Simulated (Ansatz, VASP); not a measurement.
Li: VASP beside Ansatz

```xyz
4
Lattice="4.1121 0.0000 0.0000 -2.0560 3.5611 0.0000 0.0000 0.0000 4.1116" Properties=species:S:1:pos:R:3 pbc="T T T"
Li    0.0000    2.3741    1.9256
Li    0.0000    0.0000    1.6624
Li    2.0560    1.1870    2.7519
Li    0.0000    2.3741    0.5256
```

Alike in both runs: task relaxation of cell and atoms; functional PBE; k mesh 6 × 6 × 4; occupations gaussian, width 0.1 eV; no spin polarisation.

|  | VASP | Ansatz |
| --- | --- | --- |
| version | VASP 6.6.1 | Ansatz 0.2.0 |
| potentials or method | VASP PAW PBE potentials, release 64 (Li_sv), cutoff 600 eV | scalar-relativistic, plane waves, PAW |
| valence electrons in the cell | 12 | 12 |

Ansatz gave:

| Quantity | Value |
| --- | --- |
| gap on the k mesh at the Fermi level, each at its own relaxed structure (eV) | none |
| relaxed volume (Å³/atom) | 20.24 |
| relaxed length of the cell vector where the two differ most in proportion (Å) | 9.725 |

Q: Which values does VASP return?

A: gap on the k mesh at the Fermi level, each at its own relaxed structure (eV): none; relaxed volume (Å³/atom): 20.64; relaxed length of the cell vector where the two differ most in proportion (Å): 5.141.

A gap of «none» marks a metal or a gap that the smearing closes. One of these differences is far larger than is usual between the two programs; its cause wasn't traced.

The k mesh is coarse, so the values compare programs but aren't converged. Noted on VASP's run: the cutoff is under 1.25 times that of the potentials, so the pressure is a little rough; the volume moved by over 15 % at a fixed basis, so the end points are rough.
